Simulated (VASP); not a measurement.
**HgTe: single point with PBE**

HgTe:

```
CELL_PARAMETERS angstrom
0.00000 3.17993 3.17993
3.17993 0.00000 3.17993
3.17993 3.17993 0.00000
ATOMIC_POSITIONS crystal
Hg 0.00000 0.00000 0.00000
Te 0.75000 0.75000 0.75000
```

| Item | Value |
| --- | --- |
| Program | VASP 6.6.1 |
| Task | single point |
| Functional | PBE |
| Potentials or basis | VASP PAW PBE potentials, release 64 (Hg, Te) |
| Cutoff | 520 eV |
| k mesh | 11 × 11 × 11 |
| Occupations | fermi-dirac, width 0.03 eV |
| Spin | no spin polarisation |

```yaml
Pressure: 6.6 GPa
Band_gap_on_the_k_mesh: zero (filled and empty bands touch)
```

Levels at points of the mesh, in eV from the Fermi level:
```csv
k point,band 7,band 8,band 9,band 10,band 11,band 12
"(0.00, 0.00, 0.00)",-0.63,-0.03,-0.03,-0.03,4.10,4.10
```

Run time: 69 s on 1 thread of Intel Xeon 8259CL, with other jobs on the host, peak memory 0.24 GiB.

Caveat: the cell stands under pressure; semilocal functionals underestimate gaps, so a narrow gap can read as zero; spin-orbit coupling is left out, which moves the levels of the heavy elements.
